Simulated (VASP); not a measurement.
Crystal: TiCo.

```
Ti Co
1.0
     2.80921    0.00000    0.00000
     0.00000    2.80921    0.00000
     0.00000    0.00000    2.80921
Ti Co
1 1
Direct
  0.00000 0.00000 0.00000
  0.50000 0.50000 0.50000
```

The cell was generated, and may not be a known phase.

| Item | Value |
| --- | --- |
| Program | VASP 6.6.1 |
| Task | relaxation of cell and atoms |
| Functional | PBE |
| Potentials or basis | VASP PAW PBE potentials, release 64 (Ti_sv, Co) |
| Cutoff | 550 eV |
| k mesh | 6 × 6 × 6 |
| Occupations | gaussian, width 0.1 eV |
| Spin | collinear spin, ferromagnetic start |
| Starting moments | [0.0, 3.0] μB |

At the start: pressure 42.7 GPa; volume 11.08 Å³/atom.

Q: Where does the relaxation end?

A: Over 4 steps the energy falls by 234.2 meV/atom and the volume is 13.16 Å³/atom (+18.7 %); space group Pm-3m (No. 221, to 0.1 Å) before and after; moment 0.36 μB per cell.

The path:
```
step  energy change (eV)  largest force (eV/Å)  pressure (GPa)  volume (Å³)
   1              0.0000                0.0000           42.73        22.17
   2              0.1040                0.0000          -22.42        33.07
   3             -0.4664                0.0000           -2.04        26.58
   4             -0.4684                0.0000           -0.41        26.33
```

Final structure:
```yaml
crystal:
  lattice:
    - [2.97480, 0.00000, 0.00000]
    - [0.00000, 2.97480, 0.00000]
    - [0.00000, 0.00000, 2.97480]
  atoms:
    - { symbol: Ti, position: [0.00000, 0.00000, 0.00000] }
    - { symbol: Co, position: [0.50000, 0.50000, 0.50000] }
```

Caveat: the k points lie up to 0.35 Å⁻¹ apart in the final cell; the volume moved by over 15 % at a fixed basis, so the end points are rough.
